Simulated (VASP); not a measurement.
# LiTlS2 (P-4m2) in VASP: a series of runs, part 2 of 2

VASP 6.6.1.

**4. Single point, r2SCAN**

Input file POSCAR:

```
LiTlS2
1.0
    4.0667718546      0.0000000000      0.0000000000
    0.0000000000      4.0667718546      0.0000000000
    0.0000000000      0.0000000000      5.7187778110
Li S Tl
1 2 1
Direct
    0.0000000000      0.0000000000      0.0000000000
    0.0000000000      0.5000000000      0.2309016903
    0.5000000000      0.0000000000      0.7690983097
    0.5000000000      0.5000000000      0.5000000000
```

Input file INCAR.step1:

```
SYSTEM = LiTlS2
PREC = Accurate
ENCUT = 520
ISMEAR = 0
SIGMA = 0.01
LREAL = .FALSE.
LASPH = .TRUE.
NELM = 60
NBANDS = 22
GGA = PE
ALGO = Normal
EDIFF = 1E-4
LWAVE = .TRUE.
LCHARG = .FALSE.
```

Input file INCAR.step2:

```
SYSTEM = LiTlS2
PREC = Accurate
ENCUT = 520
EDIFF = 1E-7
ISMEAR = 0
SIGMA = 0.01
LREAL = .FALSE.
LASPH = .TRUE.
NELM = 60
ALGO = Normal
ISIF = 2
LWAVE = .FALSE.
LCHARG = .FALSE.
METAGGA = R2SCAN
LMIXTAU = .TRUE.
NBANDS = 22
ISTART = 1
```

Input file KPOINTS:

```
Automatic mesh
0
G
  6 6 4
  0 0 0
```

Potentials or basis: VASP PAW PBE potentials, release 64 (Li_sv, S, Tl_d).

The run is started by

```console
> cat potpaw_PBE.64/Li_sv/POTCAR potpaw_PBE.64/S/POTCAR potpaw_PBE.64/Tl_d/POTCAR > POTCAR
> cp INCAR.step1 INCAR
> mpirun -np 1 vasp_std > vasp.out
> cp INCAR.step2 INCAR
> mpirun -np 1 vasp_std > vasp.out
```

OUTCAR:

```text
SYSTEM = LiTlS2
   PREC = Accurate
   ENCUT = 520
   EDIFF = 1E-7
   ISMEAR = 0
   LREAL = .FALSE.
   LASPH = .TRUE.
   NELM = 60
   ISIF = 2
   METAGGA = R2SCAN
   ISTART = 1

 ion  position               nearest neighbor table
   1  0.000  0.000  0.000-   2 2.42   3 2.42   2 2.42   3 2.42
   2  0.000  0.500  0.231-   1 2.42   1 2.42   4 2.55   4 2.55
   3  0.500  0.000  0.769-   1 2.42   1 2.42   4 2.55   4 2.55
   4  0.500  0.500  0.500-   2 2.55   3 2.55   3 2.55   2 2.55

  LATTYP: Found a simple tetragonal cell.
 ALAT       =     4.0667718546
 C/A-ratio  =     1.4062204656

  Lattice vectors:

 A1 = (   4.0667718546,   0.0000000000,   0.0000000000)
 A2 = (   0.0000000000,   4.0667718546,   0.0000000000)
 A3 = (   0.0000000000,   0.0000000000,   5.7187778110)

Analysis of symmetry for initial positions (statically):
=====================================================================
 Subroutine PRICEL returns:
 Original cell was already a primitive cell.

 Routine SETGRP: Setting up the symmetry group for a
 simple tetragonal supercell.

 Subroutine GETGRP returns: Found  8 space group operations
 (whereof  8 operations were pure point group operations)
 out of a pool of 16 trial point group operations.

The static configuration has the point symmetry D_2d.

Analysis of symmetry for dynamics (positions and initial velocities):
=====================================================================
 Subroutine PRICEL returns:
 Original cell was already a primitive cell.

 Routine SETGRP: Setting up the symmetry group for a
 simple tetragonal supercell.

 Subroutine GETGRP returns: Found  8 space group operations
 (whereof  8 operations were pure point group operations)
[... 119 lines left out ...]
   EMIN   =  10.00;   EMAX   =-10.00  energy-range for DOS
   EFERMI =   0.00;   METHOD = LEGACY
   ISMEAR =     0;   SIGMA  =   0.01  broadening in eV -4-tet -1-fermi 0-gaus
   EFERMI_NEDOS =   21; number of points for ismear=-14 and -15
   IALGO  =     38    algorithm
   IMIX   =      4    mixing-type and parameters
     AMIX     =   0.40;   BMIX     =  1.00
     AMIX_MAG =   1.60;   BMIX_MAG =  1.00
  volume/ion in A,a.u.               =      23.65       159.57
  Fermi-wavevector in a.u.,A,eV,Ry     =   1.091088  2.061858 16.197377  1.190474
  Thomas-Fermi vector in A             =   2.227326
   LORBIT       =      0    0 simple, 1 ext, 2 COOP (PROOUT), +10 PAW based schemes
   METAGGA = R2SCAN    functional components
   LHFCALC =     F    Hartree Fock is set to
   AEXX    =    0.0000 exact exchange contribution
   IVDW    =     0    specifies the selected vdW correction
   LEPSILON=     F    determine dielectric tensor
   LRPA    =     F    only Hartree local field effects (RPA)
 non-spin polarized calculation
 Gauss-broadening in eV      SIGMA  =   0.01
  energy-cutoff  :      520.00
  volume of cell :       94.58
 maximum number of plane-waves:      2573
   NGX = 15   NGY = 15   NGZ = 21

 number of electron      27.9999990 magnetization

 Free energy of the ion-electron system (eV)
  ---------------------------------------------------
  ext. energy  EPLUGINS =         0.00000000
  ---------------------------------------------------
  free energy    TOTEN  =       -74.63935399 eV

  energy without entropy =      -74.63935399  energy(sigma->0) =      -74.63935399

 E-fermi :   2.1152     XC(G=0):  -9.1444

 val. band max:        1.9802961151   @ k =   0.0000   0.0000   0.0000
 cond. band min:       3.1983195493   @ k =   0.0000   0.0000   0.0000
 fundamental gap:      1.2180234342
 Fermi energy:         2.1152490026

 k-point     1 :       0.0000    0.0000    0.0000
  band No.  band energies     occupation
      1     -43.4094      2.00000
      2     -10.7179      2.00000
      3     -10.4145      2.00000
      4      -8.9590      2.00000
      5      -8.9590      2.00000
      6      -8.7998      2.00000
[... 589 lines left out ...]
     21      11.0128      0.00000
     22      11.4052      0.00000

 [... further k-points ...]

------------------------ aborting loop because EDIFF is reached ----------------------------------------

  FORCE on cell =-STRESS in cart. coord.  units (eV):
  Direction    XX          YY          ZZ          XY          YZ          ZX
  --------------------------------------------------------------------------------------
  -------------------------------------------------------------------------------------
  Total       -0.0527757     -0.0527757     -0.0735124      0.0000000      0.0000000     -0.0000000
  in kB       -0.8940093     -0.8940093     -1.2452845      0.0000000      0.0000000     -0.0000000
  external PRESSURE =      -1.0111011 kB  Pullay stress =       0.0000000 kB

 VOLUME and BASIS-vectors are now :
 -----------------------------------------------------------------------------
  energy-cutoff  :      520.00
  volume of cell :       94.58
      direct lattice vectors                 reciprocal lattice vectors
     4.066771855  0.000000000  0.000000000     0.245895279  0.000000000  0.000000000
     0.000000000  4.066771855  0.000000000     0.000000000  0.245895279  0.000000000
     0.000000000  0.000000000  5.718777811     0.000000000  0.000000000  0.174862538

 POSITION                                       TOTAL-FORCE (eV/Angst)
 -----------------------------------------------------------------------------------
      0.00000      0.00000      0.00000         0.000000      0.000000      0.000000
      0.00000      2.03339      1.32048         0.000000      0.000000      0.000795
      2.03339      0.00000      4.39830        -0.000000      0.000000     -0.000795
      2.03339      2.03339      2.85939         0.000000     -0.000000      0.000000
 -----------------------------------------------------------------------------------
    total drift:                                0.000000      0.000000      0.000000

  FREE ENERGIE OF THE ION-ELECTRON SYSTEM (eV)
  ---------------------------------------------------
  free  energy   TOTEN  =       -74.6393539855 eV

  energy  without entropy=      -74.6393539855  energy(sigma->0) =      -74.63935399
```

OUTCAR.step1:

```text
SYSTEM = LiTlS2
   PREC = Accurate
   ENCUT = 520
   ISMEAR = 0
   LREAL = .FALSE.
   LASPH = .TRUE.
[... 829 lines left out ...]
      0.00000      2.03339      1.32048         0.000000      0.000000     -0.162160
      2.03339      0.00000      4.39830         0.000000      0.000000      0.162160
      2.03339      2.03339      2.85939         0.000000     -0.000000      0.000000
 -----------------------------------------------------------------------------------
    total drift:                                0.000000      0.000000      0.000000

  FREE ENERGIE OF THE ION-ELECTRON SYSTEM (eV)
  ---------------------------------------------------
  free  energy   TOTEN  =       -14.8768562767 eV

  energy  without entropy=      -14.8768562767  energy(sigma->0) =      -14.87685628
```

Run time: 5.6 min. Hardware: 1 thread of Intel Xeon Platinum 8259CL at 2.50GHz (Skylake/Cascade Lake), shared host; peak memory 0.24 GiB.

Results:

```
Free energy            : -74.6394 eV
Band gap on the k mesh : 1.22 eV
```

Caveat: the cutoff is under 1.25 times the usual one of these potentials, so pressure, stress and relaxed cells hold a basis-set (Pulay) error; the PAW data sets were made with another functional, which shifts forces and pressure a little; spin-orbit coupling is left out, which moves the levels of the heavy elements.

**5. Single point, PBE, non-collinear spin, zero start, spin-orbit coupling**

Input file INCAR:

```
SYSTEM = LiTlS2
  PREC = Accurate
  ENCUT = 520
  EDIFF = 1E-6
  ISMEAR = -1
  SIGMA = 0.02
  LREAL = .FALSE.
  LASPH = .TRUE.
  NELM = 150
  ALGO = Normal
  ISIF = 2
  LWAVE = .FALSE.
  LCHARG = .FALSE.
  LNONCOLLINEAR = .TRUE.
  MAGMOM = 0 0 0 0 0 0 0 0 0 0 0 0
  LORBIT = 11
  LSORBIT = .TRUE.
  GGA_COMPAT = .FALSE.
  LORBMOM = .TRUE.
  GGA = PE
  NBANDS = 42
```

Input file KPOINTS:

```
Automatic mesh
0
G
  4 4 4
  0 0 0
```

POSCAR is that of step 4.

Potentials or basis: VASP PAW PBE potentials, release 64 (Li_sv, S, Tl_d).

The run is started by

```console
> cat potpaw_PBE.64/Li_sv/POTCAR potpaw_PBE.64/S/POTCAR potpaw_PBE.64/Tl_d/POTCAR > POTCAR
> mpirun -np 1 vasp_ncl > vasp.out
```

OUTCAR:

```text
SYSTEM = LiTlS2
   PREC = Accurate
   ENCUT = 520
   EDIFF = 1E-6
   ISMEAR = -1
   LREAL = .FALSE.
   LASPH = .TRUE.
   NELM = 150
   ISIF = 2
   LNONCOLLINEAR = .TRUE.
   LORBIT = 11
   LSORBIT = .TRUE.
   GGA = PE

 ion  position               nearest neighbor table
   1  0.000  0.000  0.000-   2 2.42   3 2.42   2 2.42   3 2.42
   2  0.000  0.500  0.231-   1 2.42   1 2.42   4 2.55   4 2.55
   3  0.500  0.000  0.769-   1 2.42   1 2.42   4 2.55   4 2.55
   4  0.500  0.500  0.500-   2 2.55   3 2.55   3 2.55   2 2.55

  LATTYP: Found a simple tetragonal cell.
 ALAT       =     4.0667718546
 C/A-ratio  =     1.4062204656

  Lattice vectors:

 A1 = (   4.0667718546,   0.0000000000,   0.0000000000)
 A2 = (   0.0000000000,   4.0667718546,   0.0000000000)
 A3 = (   0.0000000000,   0.0000000000,   5.7187778110)

Analysis of symmetry for initial positions (statically):
=====================================================================
 Subroutine PRICEL returns:
 Original cell was already a primitive cell.

 Routine SETGRP: Setting up the symmetry group for a
 simple tetragonal supercell.

 Subroutine GETGRP returns: Found  8 space group operations
 (whereof  8 operations were pure point group operations)
 out of a pool of 16 trial point group operations.

The static configuration has the point symmetry D_2d.

Analysis of symmetry for dynamics (positions and initial velocities):
=====================================================================
 Subroutine PRICEL returns:
 Original cell was already a primitive cell.

 Routine SETGRP: Setting up the symmetry group for a
 simple tetragonal supercell.

 Subroutine GETGRP returns: Found  8 space group operations
 (whereof  8 operations were pure point group operations)
 out of a pool of 16 trial point group operations.

The dynamic configuration has the point symmetry D_2d.

Analysis of structural, dynamic, and magnetic symmetry:
=====================================================================
 Subroutine PRICEL returns:
 Original cell was already a primitive cell.

 Routine SETGRP: Setting up the symmetry group for a
 simple tetragonal supercell.

 Subroutine GETGRP returns: Found  8 space group operations
 (whereof  8 operations were pure point group operations)
 out of a pool of 16 trial point group operations.

The overall configuration has the point symmetry D_2d.

 Subroutine INISYM returns: Found  8 space group operations
 (whereof  8 operations are pure point group operations),
 and found     1 'primitive' translations

----------------------------------------------------------------------------------------

                                     Primitive cell

  volume of cell :      94.5808

  direct lattice vectors                    reciprocal lattice vectors
     4.066771855  0.000000000  0.000000000     0.245895279  0.000000000  0.000000000
     0.000000000  4.066771855  0.000000000     0.000000000  0.245895279  0.000000000
     0.000000000  0.000000000  5.718777811     0.000000000  0.000000000  0.174862538

  length of vectors
[... 1048 lines left out ...]
  -------------------------------------------------------------------------------------
  Total        0.6493123      0.6493123      0.6027755      0.0000000      0.0000000      0.0000000
  in kB       10.9992069     10.9992069     10.2108842      0.0000000      0.0000000      0.0000000
  external PRESSURE =      10.7364327 kB  Pullay stress =       0.0000000 kB

 VOLUME and BASIS-vectors are now :
 -----------------------------------------------------------------------------
  energy-cutoff  :      520.00
  volume of cell :       94.58
      direct lattice vectors                 reciprocal lattice vectors
     4.066771855  0.000000000  0.000000000     0.245895279  0.000000000  0.000000000
     0.000000000  4.066771855  0.000000000     0.000000000  0.245895279  0.000000000
     0.000000000  0.000000000  5.718777811     0.000000000  0.000000000  0.174862538

 POSITION                                       TOTAL-FORCE (eV/Angst)
 -----------------------------------------------------------------------------------
      0.00000      0.00000      0.00000        -0.000000      0.000000      0.000000
      0.00000      2.03339      1.32048        -0.000000      0.000000     -0.121882
      2.03339      0.00000      4.39830        -0.000000      0.000000      0.121882
      2.03339      2.03339      2.85939         0.000000     -0.000000      0.000000
 -----------------------------------------------------------------------------------
    total drift:                                0.000000      0.000000      0.000000

  FREE ENERGIE OF THE ION-ELECTRON SYSTEM (eV)
  ---------------------------------------------------
  free  energy   TOTEN  =       -15.1393495451 eV

  energy  without entropy=      -15.1393495451  energy(sigma->0) =      -15.13934955

 orbital moment (x)

 # of ion     p       d       tot
 ----------------------------------------
  1         0.000   0.000   0.000
  2         0.000   0.000   0.000
  3         0.000   0.000   0.000
  4         0.000  -0.000  -0.000
 ----------------------------------------
            0.000  -0.000  -0.000

 orbital moment (y)

 # of ion     p       d       tot
 ----------------------------------------
  1         0.000   0.000   0.000
  2        -0.000   0.000  -0.000
  3        -0.000   0.000  -0.000
  4         0.000  -0.000  -0.000
 ----------------------------------------
            0.000  -0.000  -0.000

 orbital moment (z)

 # of ion     p       d       tot
 ----------------------------------------
  1         0.000   0.000   0.000
  2         0.000   0.000   0.000
  3         0.000   0.000   0.000
  4         0.000   0.000   0.000
 ----------------------------------------
            0.000   0.000   0.000

 Spin-Orbit-Coupling matrix elements

 Ion:    1  E_soc:     -0.0000001
 l=   1
     0.0000000    -0.0000000     0.0000000
    -0.0000000     0.0000000    -0.0000000
     0.0000000    -0.0000000     0.0000000
 l=   2
     0.0000000     0.0000000     0.0000000     0.0000000     0.0000000
     0.0000000     0.0000000     0.0000000     0.0000000     0.0000000
     0.0000000     0.0000000     0.0000000     0.0000000     0.0000000
     0.0000000     0.0000000     0.0000000     0.0000000     0.0000000
     0.0000000     0.0000000     0.0000000     0.0000000     0.0000000
 l=   3
     0.0000000     0.0000000     0.0000000     0.0000000     0.0000000     0.0000000     0.0000000
     0.0000000     0.0000000     0.0000000     0.0000000     0.0000000     0.0000000     0.0000000
     0.0000000     0.0000000     0.0000000     0.0000000     0.0000000     0.0000000     0.0000000
     0.0000000     0.0000000     0.0000000     0.0000000     0.0000000     0.0000000     0.0000000
[... 49 lines left out ...]
 l=   2
     0.0000000    -0.0097587     0.0000000    -0.0097587    -0.0392314
    -0.0097587     0.0000000    -0.0295838    -0.0103912    -0.0104629
     0.0000000    -0.0295838     0.0000000    -0.0295838     0.0000000
    -0.0097587    -0.0103912    -0.0295838     0.0000000    -0.0104629
    -0.0392314    -0.0104629     0.0000000    -0.0104629     0.0000000
 l=   3
     0.0000000     0.0000000     0.0000000     0.0000000     0.0000000     0.0000000     0.0000000
     0.0000000     0.0000000     0.0000000     0.0000000     0.0000000     0.0000000     0.0000000
     0.0000000     0.0000000     0.0000000     0.0000000     0.0000000     0.0000000     0.0000000
     0.0000000     0.0000000     0.0000000     0.0000000     0.0000000     0.0000000     0.0000000
     0.0000000     0.0000000     0.0000000     0.0000000     0.0000000     0.0000000     0.0000000
     0.0000000     0.0000000     0.0000000     0.0000000     0.0000000     0.0000000     0.0000000
     0.0000000     0.0000000     0.0000000     0.0000000     0.0000000     0.0000000     0.0000000

 total charge

# of ion       s       p       d       tot
------------------------------------------
    1        2.021   0.055   0.000   2.076
    2        1.339   2.372   0.000   3.710
    3        1.339   2.372   0.000   3.710
    4        0.925   0.589   9.724  11.238
--------------------------------------------------
tot          5.623   5.387   9.724  20.735

 magnetization (x)

# of ion       s       p       d       tot
------------------------------------------
    1        0.000   0.000   0.000   0.000
    2        0.000   0.000   0.000   0.000
    3        0.000   0.000   0.000   0.000
    4        0.000   0.000   0.000   0.000
--------------------------------------------------
tot          0.000   0.000   0.000   0.000

 magnetization (y)

# of ion       s       p       d       tot
------------------------------------------
    1       -0.000   0.000   0.000  -0.000
    2        0.000   0.000   0.000   0.000
    3       -0.000   0.000   0.000  -0.000
    4        0.000   0.000   0.000   0.000
--------------------------------------------------
tot         -0.000   0.000   0.000   0.000

 magnetization (z)

# of ion       s       p       d       tot
------------------------------------------
    1       -0.000   0.000   0.000   0.000
    2        0.000  -0.000   0.000  -0.000
    3        0.000  -0.000   0.000  -0.000
    4        0.000  -0.000  -0.000  -0.000
--------------------------------------------------
tot          0.000  -0.000  -0.000  -0.000
```

It took 4.5 min on 1 thread of Intel Xeon Platinum 8259CL at 2.50GHz (Skylake/Cascade Lake), shared host; peak memory 0.44 GiB.

Results:

```yaml
Free_energy: -15.1393 eV
Largest_force: 0.122 eV/Å
Net_moment: 0.00 μB per cell
Valence_electrons_inside_the_program's_atomic_spheres: Li 2.08; S 3.71; Tl 11.24
```

Forces in eV/Å, atoms in the order of the input:
```
Li   0.000  0.000  0.000
S    0.000  0.000 -0.122
S    0.000  0.000  0.122
Tl   0.000  0.000  0.000
```

Moments on the atoms (μB; x, y, z):
```
Li  0.00 0.00 0.00
S   0.00 0.00 0.00
S   0.00 0.00 0.00
Tl  0.00 0.00 0.00
```

Caveat: the k points lie up to 0.39 Å⁻¹ apart; the cutoff is under 1.25 times the usual one of these potentials, so pressure, stress and relaxed cells hold a basis-set (Pulay) error.

**6. The runs side by side**

| level | spin | k mesh | smearing | gap on the mesh (eV) | largest force (eV/Å) |
| --- | --- | --- | --- | --- | --- |
| PBE | off | 6 × 6 × 4 | gaussian 0.01 eV | 0.93 | 0.16 |
| r2SCAN | off | 6 × 6 × 4 | gaussian 0.01 eV | 1.22 | - |
| PBE | non-collinear, zero start, SOC | 4 × 4 × 4 | fermi-dirac 0.02 eV | - | 0.12 |

Alike in all rows: task single point; potentials or basis VASP PAW PBE potentials, release 64 (Li_sv, S, Tl_d); cell as given; cutoff (eV) 520.

Caveats: some runs use coarse meshes; the cutoff is under 1.25 times the usual one of these potentials, so pressure, stress and relaxed cells hold a basis-set (Pulay) error; spin-orbit coupling is left out, which moves the levels of the heavy elements (at least some runs); the PAW data sets were made with another functional, which shifts forces and pressure a little (at least some runs).

Absolute energies hang on the potentials; compare differences alone.
